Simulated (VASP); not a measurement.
## Mg12H (a cell with a defect): single point with PBE

The system is Mg12H (a cell with a defect).

```
Mg H
1.0
     6.42000    0.00000    0.00000
    -4.81500    8.33982    0.00000
     0.00000    0.00000    5.21304
Mg H
12 1
Direct
  0.99996 0.99894 0.99935
  0.16592 0.23171 0.49941
  0.00457 0.33619 0.99943
  0.16888 0.55549 0.49942
  0.00590 0.66939 0.99945
  0.16588 0.88009 0.49940
  0.50270 0.99558 0.99929
  0.66927 0.22433 0.49934
  0.50357 0.34192 0.99931
  0.66634 0.55665 0.49935
  0.49630 0.66518 0.99939
  0.66392 0.88631 0.49936
  0.32290 0.10758 0.49872
```

* Program: VASP 6.6.1
* Task: single point
* Functional: PBE
* Potentials or basis: VASP PAW PBE potentials, release 64 (Mg, H)
* Cutoff: 520 eV
* k mesh: 3 × 2 × 3
* Occupations: gaussian, width 0.05 eV
* Spin: no spin polarisation

```
Pressure               : 0.1 GPa
Largest force          : 0.036 eV/Å
Band gap on the k mesh : zero (an odd number of electrons rules out a gap without spin polarisation)
```

Forces on the atoms (eV/Å):
```
Mg  -0.005 -0.010  0.000
Mg   0.002 -0.021  0.001
Mg  -0.005 -0.005  0.000
Mg   0.000 -0.002  0.000
Mg  -0.007  0.005  0.000
Mg  -0.019  0.007  0.001
Mg  -0.007 -0.004  0.000
Mg   0.026  0.025  0.001
Mg  -0.001 -0.006  0.000
Mg  -0.002  0.005  0.000
Mg   0.004  0.002  0.000
Mg   0.012  0.005  0.000
H    0.001 -0.001 -0.002
```

Stress tensor (GPa, compression positive):
```
 0.16  0.23  0.00
 0.23 -0.15  0.00
 0.00  0.00  0.29
```

Levels at points of the mesh, in eV from the Fermi level:
```csv
k point,band 11,band 12,band 13,band 14,band 15,band 16
"(0.00, 0.00, 0.00)",-0.09,0.26,0.37,0.42,0.63,1.36
"(0.00, 0.50, 0.00)",-1.08,-0.67,-0.16,-0.07,1.28,1.87
```

Run time: 52 s on 1 thread of AMD EPYC 9R45 96-Core Processor (Zen 5), with other jobs on the host, peak memory 0.34 GiB.

Caveat: the k points lie up to 0.40 Å⁻¹ apart, too coarse for converged energies and pressures of a metal.
